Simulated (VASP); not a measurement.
Set up this calculation in VASP 6.6.1, as the native input.

| Quantity | Value |
| --- | --- |
| Task | single point |
| Functional | PBE |
| Potentials or basis | VASP PAW PBE potentials, release 64 (Sr_sv) |
| Cutoff | 520 eV |
| k mesh | 10 × 10 × 10 |
| Occupations | fermi-dirac, width 0.136057 eV |
| Spin | no spin polarisation |
| Dipole correction | no |
| Further INCAR settings | ALGO = Normal; EDIFF = 1e-06; NBANDS = 11 |

The structure of Sr lies in POSCAR:

```
Sr
1.0
    0.0000000000      3.0210555788      3.0210555788
    3.0210555788      0.0000000000      3.0210555788
    3.0210555788      3.0210555788      0.0000000000
Sr
1
Direct
    0.0000000000      0.0000000000      0.0000000000
```

One way to write it, as run:

INCAR

```
ALGO     = Normal         # electronic algorithm
EDIFF    = 1E-6           # SCF threshold, eV
ENCUT    = 520            # plane-wave cutoff, eV
GGA      = PE             # functional
ISIF     = 2              # what is computed and relaxed
ISMEAR   = -1             # smearing method
LASPH    = True           # aspherical terms in the spheres
LCHARG   = False          # write CHGCAR
LREAL    = False          # projectors in reciprocal space
LWAVE    = False          # write WAVECAR
NBANDS   = 11             # bands
NELM     = 60             # most SCF steps
PREC     = Accurate       # precision mode
SIGMA    = 0.13605693000000002 # smearing width, eV
```

KPOINTS

```
k-points
0
Gamma
  10 10 10
```

Potentials or basis: VASP PAW PBE potentials, release 64 (Sr_sv).

Run with:

```console
$ cat potpaw_PBE.64/Sr_sv/POTCAR > POTCAR
$ mpirun -np 1 vasp_std > vasp.out
```

It gave:

```
Pressure               : 0.0 GPa
Band gap on the k mesh : zero (band 5 reaches 1.62 eV, above the bottom of band 6 at 1.57 eV)
```

Run time: 11 s on 1 thread of Intel(R) Xeon(R) Platinum 8488C (Sapphire Rapids), with other jobs on the host, peak memory 0.17 GiB.
